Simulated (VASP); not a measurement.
A run of VASP 6.6.1:

The input INCAR:

```
SYSTEM = NaHg3
ALGO = Normal
EDIFF = 1E-6
ENCUT = 500
GGA = PS
GGA_COMPAT = .False.
ISIF = 2
ISMEAR = -1
LASPH = .True.
LCHARG = .False.
LREAL = .False.
LWAVE = .False.
NBANDS = 30
NELM = 120
PREC = Accurate
SIGMA = 0.15
```

File KPOINTS:

```
k-points
0
Gamma
  3 3 3
  0 0 0
```

File POSCAR:

```
NaHg3
1.0
    0.0000000000      3.6610784400      3.6610784400
    3.6610784400      0.0000000000      3.6610784400
    3.6610784400      3.6610784400      0.0000000000
Na Hg
1 3
Direct
    0.0000000000      0.0000000000      0.0000000000
    0.2500000000      0.2500000000      0.2500000000
    0.7500000000      0.7500000000      0.7500000000
    0.5000000000      0.5000000000      0.5000000000
```

Potentials or basis: VASP PAW PBE potentials, release 64 (Na_pv, Hg).

Command:

```sh
$ cat potpaw_PBE.64/Na_pv/POTCAR potpaw_PBE.64/Hg/POTCAR > POTCAR
$ mpirun -np 1 vasp_std > vasp.out
```

Hardware: 1 thread of AMD EPYC 7R43 64-Core Processor (Zen 3), with other jobs on the host.

Problem. How long does it take, and how much memory?

Solution. It took 26 s on 1 thread of AMD EPYC 7R43 64-Core Processor (Zen 3), on a shared host, peak memory 0.19 GiB. Counts: scf iterations 12, k points 4.
